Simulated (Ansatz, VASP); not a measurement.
## Si: VASP beside Ansatz

```
Si
1.0
     0.00000    2.72898    2.69495
     2.72898    0.00000    2.69495
     2.72898    2.72898    0.00000
Si
2
Direct
  0.00000 0.00000 0.00000
  0.25000 0.25000 0.25000
```

Change from the starting cell: strained cell.

Alike in both runs: functional r2SCAN; k mesh 8 × 8 × 8; occupations gaussian, width 0.02 eV; no spin polarisation.

Ansatz relaxed the structure, and its values are those at the end. VASP's run is a single point on that final structure, the one shown.

```csv
,VASP,Ansatz
version,VASP 6.6.1,Ansatz 0.2.0
potentials or method,"VASP PAW PBE potentials, release 64 (Si), cutoff 550 eV","scalar-relativistic, plane waves, PAW"
valence electrons in the cell,8,8
```

|  | VASP | Ansatz | Ansatz less VASP |
| --- | --- | --- | --- |
| gap on the k mesh at the Fermi level (eV) | 0.68 | 0.66 | -0.015 |
| least direct gap on the mesh (eV) | 2.66 | 2.65 | -0.016 |
| pressure (GPa) | 0.3 | 0.5 | +0.24 |

VASP's potentials were made for PBE, not for r2SCAN. With one functional, cell and mesh, what is left measures potentials, basis and numerics. Ansatz's warnings: stress scf threshold loose.
